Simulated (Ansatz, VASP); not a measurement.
**W in VASP and in Ansatz**

```
W
1.0
     2.80966    0.00000    0.00000
     0.00000    4.86387    0.00000
     0.00000    0.00000    4.92370
W
4
Direct
  0.79317 0.93684 0.75000
  0.20683 0.43684 0.75000
  0.20683 0.06316 0.25000
  0.79317 0.56316 0.25000
```

Alike in both runs: task single point; functional LDA; k mesh 9 × 6 × 6; occupations fermi-dirac, width 0.05 eV; no spin polarisation.

|  | VASP | Ansatz |
| --- | --- | --- |
| version | VASP 6.6.1 | Ansatz 0.2.0 |
| potentials or method | VASP PAW LDA potentials, release 64 (W_sv) | Ansatz PAW |
| plane-wave cutoff (eV) | 520 | 420 |
| valence electrons in the cell | 56 | 56 |

```tsv
	VASP	Ansatz	Ansatz less VASP
gap on the k mesh at the Fermi level (eV)	none	none	-
pressure (GPa)	-14.3	-15.7	-1.42
traceless stress, the component that is largest in VASP (GPa)	0.48	0.39	-0.089
rms of the force components (eV/Å)	0.059	0.069	+0.0096
```

LDA's correlation is that of Perdew and Zunger in VASP and of Perdew and Wang (1992) in Ansatz. Atom by atom the forces differ by 0.012 eV/Å (rms over components). A gap of «none» marks a metal or a gap that the smearing closes.

Neither program's run includes spin-orbit coupling.
